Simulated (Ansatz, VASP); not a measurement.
**Ga8Se3S5: VASP beside Ansatz**

```xyz
16
Lattice="7.3156 -0.0017 0.0119 -1.8296 3.1690 0.0000 0.0257 0.0148 15.7024" Properties=species:S:1:pos:R:3 pbc="T T T"
Ga   -0.0066    2.1089    2.7570
Ga    3.7068    2.1401    2.7559
Ga    1.8687    1.0789   10.5315
Ga    5.4626    1.0411   10.5319
Ga    0.0105    2.1187    5.2032
Ga    3.6827    2.1262    5.2070
Ga    1.8647    1.0766   12.9720
Ga    5.4572    1.0380   12.9812
Se    0.0087    2.1177    9.3190
Se    1.8532    1.0699    1.5413
Se   -0.0022    2.1114   14.1805
S     3.6673    2.1173    9.4564
S     5.5095    1.0682    1.6906
S     3.6616    2.1140   14.0575
S     1.8485    1.0673    6.2502
S     5.4997    1.0626    6.2786
```

Alike in both runs: functional PBE; dispersion D3(BJ); k mesh 6 × 6 × 2; occupations gaussian, width 0.1 eV; no spin polarisation.

Ansatz relaxed the structure, and its values are those at the end. VASP's run is a single point on that final structure, the one shown.

|  | VASP | Ansatz |
| --- | --- | --- |
| version | VASP 6.6.1 | Ansatz 0.2.0 |
| potentials or method | VASP PAW PBE potentials, release 64 (Ga_d, Se, S), cutoff 520 eV | scalar-relativistic, plane waves, PAW |
| valence electrons in the cell | 152 | 182 |

|  | VASP | Ansatz | Ansatz less VASP |
| --- | --- | --- | --- |
| gap on the k mesh at the Fermi level (eV) | 1.32 | 1.32 | -0.004 |
| least direct gap on the mesh (eV) | 1.32 | 1.32 | -0.004 |
| pressure (GPa) | 0.0 | 0.0 | -0.06 |
| rms of the force components (eV/Å) | 0.010 | 0.009 | -0.0010 |

VASP's potentials hold 152 valence electrons a cell and Ansatz's 182, so a difference there can come from the potentials and not from the codes.
